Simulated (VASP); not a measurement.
# AlNi (R3m) in VASP: a series of runs

AlNi is run at these levels: PBE; tasks: electric field gradients.

Program: VASP 6.6.1. These are calculated values, not measurements. Logs are shortened: lines on timing, memory, paths and dates and some standing lists are left out, and cuts for length are marked.

## Step 1: The cell of the first run

Symmetry: R3m, No. 160, trigonal system. Conventional cell: a = 4.074 Å, b = 4.074 Å, c = 4.990 Å, α = 90.00°, β = 90.00°, γ = 120.00°. Within 3.2 Å of Al (site symmetry 3m) lie 8 Ni at 2.42 to 2.58 Å and 6 Al at 2.88 Å. Within 3.2 Å of Ni (site symmetry 3m) lie 8 Al at 2.42 to 2.58 Å and 6 Ni at 2.88 Å.

## Step 2: Electric field gradients, PBE, collinear spin, ferromagnetic start (atom 2 (Ni) moved by [0.046188, 0.046188, 0.046188] A)

The input, INCAR:

```
SYSTEM = AlNi
PREC = Accurate ; ENCUT = 520
EDIFF = 1E-8 ; ISMEAR = -1
SIGMA = 0.03 ; LREAL = .False.
LASPH = .True. ; NELM = 150
ALGO = Normal ; ISIF = 2
LWAVE = .False. ; LCHARG = .False.
ISPIN = 2 ; MAGMOM = 0 1.5
LORBIT = 11 ; LMAXMIX = 4
GGA = PE ; LEFG = .True.
NBANDS = 18
```

The input, KPOINTS:

```
regular mesh
0
Gamma
  14 14 14
  0 0 0
```

The input, POSCAR:

```
AlNi
1.0
    2.8810000000      0.0000000000      0.0000000000
    0.0000000000      2.8810000000      0.0000000000
    0.0000000000      0.0000000000      2.8810000000
Al Ni
1 1
Direct
    0.0000000000      0.0000000000      0.0000000000
    0.5160319334      0.5160319334      0.5160319334
```

Potentials or basis: VASP PAW PBE potentials, release 64 (Al, Ni).

Launch:

```
$ cat potpaw_PBE.64/Al/POTCAR potpaw_PBE.64/Ni/POTCAR > POTCAR
$ mpirun -np 1 vasp_std > vasp.out
```

OUTCAR:

```text
SYSTEM = AlNi
   PREC = Accurate
   ENCUT = 520
   EDIFF = 1E-8
   ISMEAR = -1
   LREAL = .False.
   LASPH = .True.
   NELM = 150
   ISIF = 2
   ISPIN = 2
   LORBIT = 11
   GGA = PE

 ion  position               nearest neighbor table
   1  0.000  0.000  0.000-   2 2.42   2 2.47   2 2.47   2 2.47   2 2.52   2 2.52   2 2.52   2 2.58

   2  0.516  0.516  0.516-   1 2.42   1 2.47   1 2.47   1 2.47   1 2.52   1 2.52   1 2.52   1 2.58

  LATTYP: Found a simple cubic cell.
 ALAT       =     2.8810000000

  Lattice vectors:

 A1 = (   2.8810000000,   0.0000000000,   0.0000000000)
 A2 = (   0.0000000000,   2.8810000000,   0.0000000000)
 A3 = (   0.0000000000,   0.0000000000,   2.8810000000)

Analysis of symmetry for initial positions (statically):
=====================================================================
 Subroutine PRICEL returns:
 Original cell was already a primitive cell.

 Routine SETGRP: Setting up the symmetry group for a
 simple cubic supercell.

 Subroutine GETGRP returns: Found  6 space group operations
 (whereof  6 operations were pure point group operations)
 out of a pool of 48 trial point group operations.

The static configuration has the point symmetry C_3v.

Analysis of symmetry for dynamics (positions and initial velocities):
=====================================================================
 Subroutine PRICEL returns:
 Original cell was already a primitive cell.

 Routine SETGRP: Setting up the symmetry group for a
 simple cubic supercell.

 Subroutine GETGRP returns: Found  6 space group operations
 (whereof  6 operations were pure point group operations)
 out of a pool of 48 trial point group operations.

The dynamic configuration has the point symmetry C_3v.

Analysis of structural, dynamic, and magnetic symmetry:
=====================================================================
 Subroutine PRICEL returns:
 Original cell was already a primitive cell.

 Routine SETGRP: Setting up the symmetry group for a
 simple cubic supercell.

 Subroutine GETGRP returns: Found  6 space group operations
 (whereof  6 operations were pure point group operations)
 out of a pool of 48 trial point group operations.

The overall configuration has the point symmetry C_3v.

 Subroutine INISYM returns: Found  6 space group operations
 (whereof  6 operations are pure point group operations),
 and found     1 'primitive' translations

----------------------------------------------------------------------------------------

                                     Primitive cell

  volume of cell :      23.9128

  direct lattice vectors                    reciprocal lattice vectors
     2.881000000  0.000000000  0.000000000     0.347101701  0.000000000  0.000000000
     0.000000000  2.881000000  0.000000000     0.000000000  0.347101701  0.000000000
     0.000000000  0.000000000  2.881000000     0.000000000  0.000000000  0.347101701

  length of vectors
     2.881000000  2.881000000  2.881000000     0.347101701  0.347101701  0.347101701

  position of ions in fractional coordinates (direct lattice)
     0.000000000  0.000000000  0.000000000
     0.516031933  0.516031933  0.516031933

  ion indices of the primitive-cell ions
   primitive index   ion index
                 1           1
                 2           2

----------------------------------------------------------------------------------------

 KPOINTS: regular mesh

Automatic generation of k-mesh.
 Grid dimensions read from file:
 generate k-points for:   14   14   14

 Generating k-lattice:

  Cartesian coordinates                     Fractional coordinates (reciprocal lattice)
     0.024792979  0.000000000  0.000000000     0.071428571  0.000000000  0.000000000
     0.000000000  0.024792979  0.000000000     0.000000000  0.071428571  0.000000000
     0.000000000  0.000000000  0.024792979     0.000000000  0.000000000  0.071428571

  Length of vectors
     0.024792979  0.024792979  0.024792979

  Shift w.r.t. Gamma in fractional coordinates (k-lattice)
     0.000000000  0.000000000  0.000000000

 Subroutine IBZKPT returns following result:
 ===========================================

 Found    288 irreducible k-points:

 Following reciprocal coordinates:
            Coordinates               Weight
  0.000000  0.000000  0.000000      1.000000
  0.071429  0.000000  0.000000      6.000000
  0.142857  0.000000  0.000000      6.000000
  0.214286  0.000000  0.000000      6.000000
  0.285714  0.000000  0.000000      6.000000
  0.357143  0.000000  0.000000      6.000000
[... 16 lines left out ...]
 -0.142857  0.142857  0.000000      6.000000
  0.214286  0.142857  0.000000     12.000000
 [... further k-points ...]
   k-points           NKPTS =    288   k-points in BZ     NKDIM =    288   number of bands    NBANDS=     18
   number of dos      NEDOS =    301   number of ions     NIONS =      2
   total plane-waves  NPLWV =  13824
   dimension x,y,z NGX =    24 NGY =   24 NGZ =   24
   dimension x,y,z NGXF=    48 NGYF=   48 NGZF=   48
   ions per type =               1   1
   NGX,Y,Z   is equivalent  to a cutoff of  13.85, 13.85, 13.85 a.u.
   NGXF,Y,Z  is equivalent  to a cutoff of  27.70, 27.70, 27.70 a.u.
 SYSTEM =  AlNi
   PREC   = accura    normal or accurate (medium, high low for compatibility)
   ISTART =      0    job   : 0-new  1-cont  2-samecut
   ICHARG =      2    charge: 1-file 2-atom 10-const
   ISPIN  =      2    spin polarized calculation?
   LNONCOLLINEAR =      F non collinear calculations
   LSORBIT =      F    spin-orbit coupling
   LASPH  =      T    aspherical Exc in radial PAW
   ENCUT  =  520.0 eV  38.22 Ry    6.18 a.u.   5.36  5.36  5.36*2*pi/ulx,y,z
   NELM   =    150;   NELMIN=  2; NELMDL= -5     # of ELM steps
   EDIFF  = 0.1E-07   stopping-criterion for ELM
   LREAL  =      F    real-space projection
   EDIFFG = 0.1E-06   stopping-criterion for IOM
   NSW    =      0    number of steps for IOM
   IBRION =     -1    ionic relax: 0-MD 1-quasi-New 2-CG
   NFREE  =      0    steps in history (QN), initial steepest desc. (CG)
   ISIF   =      2    stress and relaxation
   ISYM   =      2    0-nonsym 1-usesym 2-fastsym
   POTIM  = 0.5000    time-step for ionic-motion
   TEBEG  =    0.0;   TEEND  =   0.0 temperature during run
   PSTRESS=    0.0 pullay stress
   NELECT =      13.0000    total number of electrons
   NUPDOWN=      -1.0000    fix difference up-down
   EMIN   =  10.00;   EMAX   =-10.00  energy-range for DOS
   EFERMI =   0.00;   METHOD = LEGACY
   ISMEAR =    -1;   SIGMA  =   0.03  broadening in eV -4-tet -1-fermi 0-gaus
   EFERMI_NEDOS =   21; number of points for ismear=-14 and -15
   IALGO  =     38    algorithm
   IMIX   =      4    mixing-type and parameters
     AMIX     =   0.40;   BMIX     =  1.00
     AMIX_MAG =   1.60;   BMIX_MAG =  1.00
  volume/ion in A,a.u.               =      11.96        80.69
  Fermi-wavevector in a.u.,A,eV,Ry     =   1.336122  2.524904 24.289410  1.785221
  Thomas-Fermi vector in A             =   2.464773
   LORBIT       =     11    0 simple, 1 ext, 2 COOP (PROOUT), +10 PAW based schemes
   GGA     = PE    functional components
   LHFCALC =     F    Hartree Fock is set to
   AEXX    =    0.0000 exact exchange contribution
   IVDW    =     0    specifies the selected vdW correction
   LEPSILON=     F    determine dielectric tensor
   LRPA    =     F    only Hartree local field effects (RPA)
 spin polarized calculation
  energy-cutoff  :      520.00
  volume of cell :       23.91
 maximum number of plane-waves:       660
 NGX is ok and might be reduce to    24
   NGX = 11   NGY = 11   NGZ = 11

 number of electron      13.0000002 magnetization       0.0000297

 number of electron      13.0000002 magnetization      -0.0000134

 Free energy of the ion-electron system (eV)
  ---------------------------------------------------
  ext. energy  EPLUGINS =         0.00000000
  ---------------------------------------------------
  free energy    TOTEN  =       -10.51720963 eV

  energy without entropy =      -10.51402020  energy(sigma->0) =      -10.51561491

 E-fermi :   9.9909     XC(G=0): -12.0465

 val. band max:        9.9878220708   @ k =   0.3571   0.1429   0.1429
 cond. band min:      10.0305461942   @ k =  -0.0714   0.2857   0.3571
 fundamental gap:      0.0427241234
 Fermi energy:         9.9908665899

 spin component 1

 k-point     1 :       0.0000    0.0000    0.0000
  band No.  band energies     occupation
      1      -1.1112      1.00000
      2       6.7936      1.00000
      3       6.7936      1.00000
      4       8.4733      1.00000
      5       8.4828      1.00000
      6       8.4828      1.00000
[... 10 lines left out ...]
     17      33.4307      0.00000
     18      33.4307      0.00000

 k-point     2 :       0.0714    0.0000    0.0000
  band No.  band energies     occupation
      1      -1.0173      1.00000
      2       6.7866      1.00000
      3       6.8156      1.00000
      4       8.4352      1.00000
      5       8.4420      1.00000
      6       8.4847      1.00000
[... 10 lines left out ...]
     17      33.5056      0.00000
     18      33.9482      0.00000
[... 442 lines left out ...]
 k-point    24 :       0.2143    0.1429    0.0000
  band No.  band energies     occupation
      1       0.0908      1.00000
      2       6.6985      1.00000
      3       6.9529      1.00000
      4       7.9882      1.00000
      5       8.1955      1.00000
      6       8.3815      1.00000
[... 10 lines left out ...]
     17      31.9364      0.00000
     18      34.3975      0.00000

 [... further k-points ...]

 spin component 2

 k-point     1 :       0.0000    0.0000    0.0000
  band No.  band energies     occupation
      1      -1.1112      1.00000
      2       6.7936      1.00000
      3       6.7936      1.00000
      4       8.4733      1.00000
      5       8.4828      1.00000
      6       8.4828      1.00000
[... 10 lines left out ...]
     17      33.4307      0.00000
     18      33.4307      0.00000

 k-point     2 :       0.0714    0.0000    0.0000
  band No.  band energies     occupation
      1      -1.0173      1.00000
      2       6.7866      1.00000
      3       6.8156      1.00000
      4       8.4352      1.00000
      5       8.4420      1.00000
      6       8.4847      1.00000
[... 10 lines left out ...]
     17      33.5056      0.00000
     18      33.9489      0.00000
[... 442 lines left out ...]
 k-point    24 :       0.2143    0.1429    0.0000
  band No.  band energies     occupation
      1       0.0908      1.00000
      2       6.6985      1.00000
      3       6.9529      1.00000
      4       7.9882      1.00000
      5       8.1955      1.00000
      6       8.3815      1.00000
[... 10 lines left out ...]
     17      31.9364      0.00000
     18      34.3975      0.00000

 [... further k-points ...]
[... 5 lines left out ...]
  --------------------------------------------------------------------------------------
  -------------------------------------------------------------------------------------
  Total        0.3748623      0.3748623      0.3748623      0.0465869      0.0465869      0.0465869
  in kB       25.1161198     25.1161198     25.1161198      3.1213681      3.1213681      3.1213681
  external PRESSURE =      25.1161198 kB  Pullay stress =       0.0000000 kB

 VOLUME and BASIS-vectors are now :
 -----------------------------------------------------------------------------
  energy-cutoff  :      520.00
  volume of cell :       23.91
      direct lattice vectors                 reciprocal lattice vectors
     2.881000000  0.000000000  0.000000000     0.347101701  0.000000000  0.000000000
     0.000000000  2.881000000  0.000000000     0.000000000  0.347101701  0.000000000
     0.000000000  0.000000000  2.881000000     0.000000000  0.000000000  0.347101701

 POSITION                                       TOTAL-FORCE (eV/Angst)
 -----------------------------------------------------------------------------------
      0.00000      0.00000      0.00000         0.280127      0.280127      0.280127
      1.48669      1.48669      1.48669        -0.280127     -0.280127     -0.280127
 -----------------------------------------------------------------------------------
    total drift:                                0.000257      0.000257      0.000242

  FREE ENERGIE OF THE ION-ELECTRON SYSTEM (eV)
  ---------------------------------------------------
  free  energy   TOTEN  =       -10.5172096277 eV

  energy  without entropy=      -10.5140201957  energy(sigma->0) =      -10.51561491

 Electric field gradients (V/A^2)
---------------------------------------------------------------------
 ion       V_xx      V_yy      V_zz      V_xy      V_xz      V_yz
---------------------------------------------------------------------
   1       0.000     0.000     0.000    -0.111    -0.111    -0.111
   2      -0.000    -0.000    -0.000    -0.136    -0.136    -0.136
---------------------------------------------------------------------

 Electric field gradients after diagonalization (V/A^2)
 (convention: |V_zz| > |V_xx| > |V_yy|)
----------------------------------------------------------------------
 ion       V_xx      V_yy      V_zz     asymmetry (V_yy - V_xx)/ V_zz
----------------------------------------------------------------------
   1       0.111     0.111    -0.221       0.000
   2       0.136     0.136    -0.271       0.000
----------------------------------------------------------------------

           NMR quadrupolar parameters

 Cq : quadrupolar parameter    Cq=e*Q*V_zz/h
 eta: asymmetry parameters     (V_yy - V_xx)/ V_zz
 Q  : nuclear electric quadrupole moment in mb (millibarn)
----------------------------------------------------------------------
 ion       Cq(MHz)       eta       Q (mb)
----------------------------------------------------------------------
   1      -0.001       0.000       1.000
   2      -0.001       0.000       1.000
----------------------------------------------------------------------

 total charge

# of ion       s       p       d       tot
------------------------------------------
    1        0.385   0.414   0.000   0.800
    2        0.477   0.516   8.476   9.469
--------------------------------------------------
tot          0.862   0.930   8.476  10.268

 magnetization (x)

# of ion       s       p       d       tot
------------------------------------------
    1        0.000   0.000   0.000   0.000
    2       -0.000  -0.000  -0.000  -0.000
--------------------------------------------------
tot          0.000  -0.000  -0.000  -0.000
```

Run time: 90 s. Hardware: 1 thread of Intel Xeon 6975P-C (Granite Rapids), shared host; peak memory 0.3 GiB.

Results:

* Free energy: -10.5172 eV
* Pressure: 2.5 GPa
* Largest force: 0.485 eV/Å
* Net moment: 0.00 μB per cell
* Largest electric field gradient by atom: Al -0.22; Ni -0.27 V/Å²
* Valence electrons inside the program's atomic spheres: Al 0.80; Ni 9.47

Forces in eV/Å, atoms in the order of the input:
```
Al   0.280  0.280  0.280
Ni  -0.280 -0.280 -0.280
```

Caveat: the cell differs from its parent crystal (atom 2 (Ni) moved by [0.046188, 0.046188, 0.046188] A); the moments typed at the start vanished in this run; without QUAD_EFG the Cq values of the log hold for a quadrupole moment of 1 mb, not for the nuclei.

(Part 1 of 2 ends here.)
